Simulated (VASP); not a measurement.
The system is Si2Ni.

```
CELL_PARAMETERS angstrom
0.00000 2.72317 2.72317
2.72317 0.00000 2.72317
2.72317 2.72317 0.00000
ATOMIC_POSITIONS crystal
Si 0.25000 0.25000 0.25000
Si 0.75000 0.75000 0.75000
Ni 0.00000 0.00000 0.00000
```

Base run:

| Property | Result |
| --- | --- |
| Program | VASP 6.6.1 |
| Functional | PBE |
| Potentials or basis | VASP PAW PBE potentials, release 64 (Si, Ni) |
| Cutoff | 520 eV |
| k mesh | 14 × 14 × 14 |
| Occupations | gaussian, width 0.15 eV |
| Spin | collinear spin, ferromagnetic start |
| Starting moments | [0.0, 0.0, 1.0] μB |
| Fixed moment | 1 μB |

Its results: pressure 3.5 GPa; site moments Si +0.13; Ni +0.45 μB.

Question: The run is repeated on the same cell with these changes: fixed moment from 1 μB to 0.25 μB; moments at the start from [0.0, 0.0, 1.0] to [0.0, 0.0, 0.25]. What comes out?

Answer: Pressure 0.1 GPa; site moments Si +0.03; Ni +0.13 μB.

Caveats: the total moment is fixed, so each spin has its own Fermi level; the cell stands under pressure (at least some runs).
